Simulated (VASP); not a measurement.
Runs of VASP 6.6.1 on Cu. The structure is that of space group Fm-3m (No. 225), or close to it. The cells are those of the table. 

```tsv
task	cell	k mesh	cutoff (eV)	gap on the mesh (eV)	pressure (GPa)	relaxed volume (Å³/atom)
single point	a = 3.935 Å, angles 60.0°, 3 atoms	6 × 6 × 6	520	none	0.6	-
relaxation of cell and atoms	relaxed from a = 3.679 Å, angles 60.0°, 3 atoms	6 × 6 × 6	600	none	0.0	14.44
single point	a = 3.932 Å, angles 60.0°, 3 atoms	14 × 14 × 14	520	none	0.3	-
relaxation of cell and atoms	relaxed from a = 3.935 Å, angles 60.0°, 3 atoms	14 × 14 × 14	600	none	0.0	(a)
```

Alike in all rows: level PBE; potentials or basis VASP PAW PBE potentials, release 64 (Cu); no spin polarisation; smearing gaussian 0.1 eV.

Q: Estimate the missing entries.

A: (a) 14.43.

Caveats: the volume moved by over 15 % at a fixed basis, so the end points are rough (some runs).

A gap of «none» marks levels without a gap at the run's occupations.
